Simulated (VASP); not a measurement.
**TiO2: single point with r2SCAN**

TiO2:

```xyz
12
Lattice="3.7777 0.0000 0.0000 0.0000 3.7777 0.0000 0.0000 0.0000 9.2965" Properties=species:S:1:pos:R:3 pbc="T T T"
Ti    0.0000    1.8889    6.9724
Ti    1.8889    1.8889    0.0000
Ti    1.8889    0.0000    2.3241
Ti    0.0000    0.0000    4.6483
O     0.0000    1.8889    8.9351
O     1.8889    1.8889    7.3338
O     1.8889    0.0000    0.3614
O     0.0000    0.0000    6.6110
O     1.8889    0.0000    4.2868
O     0.0000    0.0000    2.6855
O     0.0000    1.8889    5.0097
O     1.8889    1.8889    1.9627
```

- Program: VASP 6.6.1
- Task: single point
- Functional: r2SCAN
- Potentials or basis: VASP PAW PBE potentials, release 64 (Ti_sv, O)
- Cutoff: 520 eV
- k mesh: 6 × 6 × 4
- Occupations: gaussian, width 0.02 eV
- Spin: no spin polarisation
- Dipole correction: no
- Further INCAR settings: ALGO = Normal; EDIFF = 1e-07; NBANDS = 60

```
Pressure               : 6.7 GPa
Largest force          : 0.042 eV/Å
Band gap on the k mesh : 2.50 eV
```

Forces on the atoms (eV/Å):
```
Ti   0.000  0.000  0.000
Ti   0.000  0.000  0.000
Ti   0.000  0.000  0.000
Ti   0.000  0.000  0.000
O    0.000  0.000  0.042
O    0.000  0.000 -0.042
O    0.000  0.000 -0.042
O    0.000  0.000  0.042
O    0.000  0.000  0.042
O    0.000  0.000 -0.042
O    0.000  0.000 -0.042
O    0.000  0.000  0.042
```

Stress tensor (GPa, compression positive):
```
6.13 0.00 0.00
0.00 6.13 0.00
0.00 0.00 7.76
```

Levels at points of the mesh, in eV from the valence-band top:
| k point | band 45 | band 46 | band 47 | band 48 | band 49 | band 50 | band 51 | band 52 |
| --- | --- | --- | --- | --- | --- | --- | --- | --- |
| (0.00, 0.00, 0.00) | -0.56 | -0.56 | -0.19 | -0.19 | 2.50 | 2.90 | 2.90 | 3.34 |
| (0.50, 0.00, 0.00) | -1.01 | -1.01 | -0.90 | -0.90 | 3.76 | 3.76 | 3.88 | 3.88 |
| (0.50, 0.50, 0.00) | 0.00 | 0.00 | 0.00 | 0.00 | 3.91 | 3.91 | 3.91 | 3.91 |
| (0.00, 0.00, 0.50) | -0.29 | -0.29 | -0.29 | -0.29 | 2.61 | 2.61 | 3.21 | 3.21 |
| (0.50, 0.00, 0.50) | -0.90 | -0.90 | -0.67 | -0.67 | 3.70 | 3.70 | 3.95 | 3.95 |
| (0.50, 0.50, 0.50) | -0.19 | -0.19 | -0.19 | -0.19 | 4.13 | 4.13 | 4.13 | 4.13 |

Wall time 11 min on 1 thread of Intel(R) Xeon(R) 6975P-C (Granite Rapids) (shared host), peak memory 0.34 GiB.

Caveat: the cell stands under pressure; the PAW data sets were made with another functional, which shifts forces and pressure a little. A k mesh can miss the band edges.
